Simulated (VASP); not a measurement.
**Ca2Al3BiO10: single point with PBE**

Crystal: Ca2Al3BiO10.

```xyz
16
Lattice="3.7922 0.0000 0.0000 0.0000 3.7922 0.0000 0.0000 0.0000 14.7902" Properties=species:S:1:pos:R:3 pbc="T T T"
Ca    1.8961    1.8961    2.1594
Ca    1.8961    1.8961   12.6308
O     0.0000    0.0000    5.9752
O     0.0000    0.0000    8.8150
O     0.0000    1.8961    3.9046
O     1.8961    0.0000    3.9046
O     0.0000    1.8961   10.8856
O     1.8961    0.0000   10.8856
O     0.0000    1.8961    0.0000
O     1.8961    0.0000    0.0000
O     0.0000    0.0000    1.8044
O     0.0000    0.0000   12.9858
Bi    1.8961    1.8961    7.3951
Al    0.0000    0.0000    0.0000
Al    0.0000    0.0000    4.1930
Al    0.0000    0.0000   10.5972
```

```json
{
 "Program": "VASP 6.6.1",
 "Task": "single point",
 "Functional": "PBE",
 "Potentials or basis": "VASP PAW PBE potentials, release 64 (Ca_sv, O, Bi_d, Al)",
 "Cutoff": "520 eV",
 "k mesh": "7 × 7 × 2",
 "Occupations": "gaussian, width 0.0302 eV",
 "Spin": "no spin polarisation"
}
```

The pressure is -10.9 GPa and the largest force is 2.342 eV/Å. The band gap on the k mesh is zero (bands 52 and 53 overlap by 0.61 eV).

Forces in eV/Å, atoms in the order of the input:
```
Ca   0.000  0.000  0.081
Ca   0.000  0.000 -0.081
O    0.000  0.000  2.342
O    0.000  0.000 -2.342
O    0.000  0.000 -0.385
O    0.000  0.000 -0.385
O    0.000  0.000  0.385
O    0.000  0.000  0.385
O    0.000  0.000  0.000
O    0.000  0.000  0.000
O    0.000  0.000  1.278
O    0.000  0.000 -1.278
Bi   0.000  0.000  0.000
Al   0.000  0.000  0.000
Al   0.000  0.000 -1.081
Al   0.000  0.000  1.081
```

Stress tensor (GPa, compression positive):
```
-14.45   0.00   0.00
  0.00 -14.45   0.00
  0.00   0.00  -3.72
```

Levels at points of the mesh, in eV from the Fermi level:
| k point | band 49 | band 50 | band 51 | band 52 | band 53 | band 54 | band 55 | band 56 | band 57 | band 58 |
| --- | --- | --- | --- | --- | --- | --- | --- | --- | --- | --- |
| (0.00, 0.00, 0.00) | -0.33 | -0.33 | -0.11 | -0.11 | -0.07 | -0.07 | 0.93 | 3.56 | 3.56 | 6.07 |
| (0.00, 0.00, 0.50) | -0.33 | -0.18 | -0.13 | -0.13 | -0.06 | -0.06 | 0.86 | 3.56 | 3.56 | 6.08 |

It took 11 min on 1 thread of Intel(R) Xeon(R) Platinum 8259CL CPU @ 2.50GHz (Skylake/Cascade Lake), with other jobs on the host, peak memory 0.38 GiB.

Caveat: the stress differs along the axes, from -14 to -4 GPa; spin-orbit coupling is left out, which moves the levels of the heavy elements; forces of over 1 eV/Å act on the atoms, so gaps and moduli don't describe the material at rest.
